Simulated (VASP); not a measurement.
Set up this calculation in VASP 6.6.1, as the native input.

* Task: relaxation of cell and atoms
* Functional: PBEsol
* Potentials or basis: VASP PAW PBE potentials, release 64 (W_sv, C)
* Cutoff: 600 eV
* k mesh: 18 × 18 × 14
* Occupations: fermi-dirac, width 0.15 eV
* Spin: no spin polarisation
* Dipole correction: no
* Further INCAR settings: ALGO = Normal; EDIFF = 1e-06; IBRION = 2; EDIFFG = -0.001; NSW = 80; ISIF = 3

The structure of WC (sol) lies in POSCAR:

```
WC
1.0
    2.8985811345      0.0000000000      0.0000000000
   -1.4492905672      2.5102448974      0.0000000000
    0.0000000000      0.0000000000      2.8280347686
W C
1 1
Direct
    0.0000000000      0.0000000000      0.0000000000
    0.6666666667      0.3333333333      0.5000000000
```

The input as run:

INCAR

```
ALGO = Normal
EDIFF = 1E-6
EDIFFG = -0.001
ENCUT = 600
GGA = PS
IBRION = 2
ISIF = 3
ISMEAR = -1
LASPH = T
LCHARG = F
LREAL = F
LWAVE = F
NELM = 100
NSW = 80
PREC = Accurate
SIGMA = 0.15
```

KPOINTS

```
k-points
0
Gamma
  18 18 14
```

Potentials or basis: VASP PAW PBE potentials, release 64 (W_sv, C).

Command:

```sh
$ cat potpaw_PBE.64/W_sv/POTCAR potpaw_PBE.64/C/POTCAR > POTCAR
$ mpirun -np 1 vasp_std > vasp.out
```

Results of the run:

```json
{"Relaxed volume": "10.32 Å³/atom", "Relaxed cell": "a = 2.902 Å, b = 2.902 Å, c = 2.830 Å, α = 90.00°, β = 90.00°, γ = 120.00°", "Space group after relaxing (to 0.05 Å)": "P-6m2 (No. 187)", "Energy gained by relaxing": "0.1 meV/atom", "Ionic steps": "17", "Pressure after relaxing": "0.0 GPa", "Band gap on the k mesh": "zero (band 9 reaches 11.64 eV, above the bottom of band 10 at 10.41 eV)"}
```

Caveat: the PAW data sets were made with another functional, which shifts forces and pressure a little; spin-orbit coupling is left out, which moves the levels of the heavy elements.

It took 2.4 min on 1 thread of Intel(R) Xeon(R) 6975P-C (Granite Rapids), on a shared host, peak memory 0.23 GiB.
